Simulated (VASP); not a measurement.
Set up this calculation in VASP 6.6.1, as the native input.

```yaml
Task: single point
Functional: LDA
Potentials_or_basis: VASP PAW LDA potentials, release 64 (Mo_sv)
Cutoff: 520 eV
k_mesh: 16 × 16 × 16
Occupations: fermi-dirac, width 0.15 eV
Spin: no spin polarisation
Dipole_correction: no
Further_INCAR_settings: ALGO = Fast; EDIFF = 1e-06; NBANDS = 13
```

The structure of Mo lies in POSCAR:

```
Mo
1.0
   -1.5557657183      1.5557657183      1.5557657183
    1.5557657183     -1.5557657183      1.5557657183
    1.5557657183      1.5557657183     -1.5557657183
Mo
1
Direct
    0.0000000000      0.0000000000      0.0000000000
```

The input as run:

INCAR

```
SYSTEM = Mo
PREC = Accurate ; ENCUT = 520
EDIFF = 1E-6 ; ISMEAR = -1
SIGMA = 0.15 ; LREAL = .False.
LASPH = .True. ; NELM = 60
ALGO = Fast ; ISIF = 2
LWAVE = .False. ; LCHARG = .False.
NBANDS = 13
```

KPOINTS

```
regular mesh
0
Gamma
  16 16 16
  0 0 0
```

Potentials or basis: VASP PAW LDA potentials, release 64 (Mo_sv).

Run with:

```bash
$ cat potpaw_LDA.64/Mo_sv/POTCAR > POTCAR
$ mpirun -np 1 vasp_std > vasp.out
```

Results of the run:

| Quantity | Value |
| --- | --- |
| Pressure | 1.1 GPa |
| Band gap on the k mesh | zero (band 7 reaches 17.31 eV, above the bottom of band 8 at 11.63 eV) |

Run time: 29 s on 1 thread of Intel Xeon 8259CL, on a shared host, peak memory 0.14 GiB.
